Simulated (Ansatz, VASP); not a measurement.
## AlSi23HO48 in VASP and in Ansatz

```
Si O Al H
1.0
     9.83160    0.00000    0.00000
    -4.91580    8.51441    0.00000
     0.00000    0.00000   10.81820
Si O Al H
23 48 1 1
Direct
  0.27079 0.00015 0.16023
  0.00311 0.27388 0.33726
  0.22577 0.23272 0.00106
  0.26626 0.99635 0.66158
  0.99733 0.26954 0.83715
  0.23246 0.22407 0.49660
  0.26838 0.50202 0.16888
  0.00460 0.77041 0.33325
  0.23075 0.72808 0.99527
  0.99830 0.76606 0.83163
  0.23774 0.73554 0.49726
  0.76902 0.00998 0.16579
  0.49877 0.26303 0.32820
  0.72711 0.23496 0.99833
  0.76994 0.00285 0.66561
  0.48972 0.26907 0.82993
  0.73085 0.23360 0.50056
  0.76876 0.50191 0.16919
  0.50087 0.77287 0.33079
  0.74444 0.74466 0.00645
  0.75748 0.50063 0.66414
  0.50876 0.77017 0.84005
  0.73678 0.74008 0.49528
  0.06700 0.20146 0.44238
  0.29337 0.36357 0.11091
  0.14244 0.43808 0.28162
  0.20473 0.06878 0.05358
  0.35637 0.28341 0.38113
  0.43744 0.13642 0.21519
  0.05727 0.20094 0.95008
  0.30109 0.34612 0.60882
  0.13444 0.43353 0.78725
  0.20073 0.05380 0.54667
  0.35299 0.29618 0.88785
  0.42709 0.13776 0.72148
  0.07156 0.71361 0.44681
  0.30131 0.86718 0.09818
  0.14159 0.93030 0.27060
  0.20289 0.56748 0.05903
  0.36420 0.80360 0.38312
  0.43535 0.64070 0.22163
  0.06615 0.70237 0.94070
  0.30415 0.86412 0.61004
  0.13527 0.92727 0.77156
  0.21527 0.57371 0.54738
  0.35596 0.77876 0.88022
  0.45522 0.62068 0.73690
  0.56746 0.20103 0.43809
  0.79211 0.36397 0.10917
  0.63540 0.43190 0.27653
  0.69824 0.06889 0.05457
  0.86991 0.30558 0.39763
  0.93027 0.15143 0.22209
  0.56573 0.21551 0.93992
  0.77804 0.35689 0.61509
  0.61637 0.44059 0.76892
  0.70681 0.06948 0.55560
  0.85424 0.29268 0.88760
  0.93113 0.13755 0.72655
  0.57139 0.71435 0.44206
  0.80850 0.87856 0.11256
  0.63890 0.93752 0.27499
  0.71264 0.57825 0.06095
  0.86704 0.80139 0.38565
  0.93444 0.63426 0.22733
  0.57715 0.71789 0.95441
  0.79784 0.86549 0.60931
  0.63403 0.92975 0.77281
  0.70533 0.57295 0.55080
  0.86631 0.80038 0.89095
  0.92055 0.63170 0.72558
  0.26001 0.48562 0.66354
  0.49982 0.57443 0.74611
```

Alike in both runs: task single point; functional PBE; dispersion D3(BJ); k mesh 1 × 1 × 1; occupations gaussian, width 0.02 eV; no spin polarisation.

|  | VASP | Ansatz |
| --- | --- | --- |
| version | VASP 6.6.1 | Ansatz 0.2.0 |
| potentials or method | VASP PAW PBE potentials, release 64 (Si, O, Al, H) | scalar-relativistic, plane waves, PAW |
| plane-wave cutoff (eV) | 520 | 420 |
| valence electrons in the cell | 384 | 384 |

```csv
,VASP,Ansatz,Ansatz less VASP
gap on the k mesh at the Fermi level (eV),5.44,5.44,+0.004
least direct gap on the mesh (eV),5.44,5.44,+0.004
```
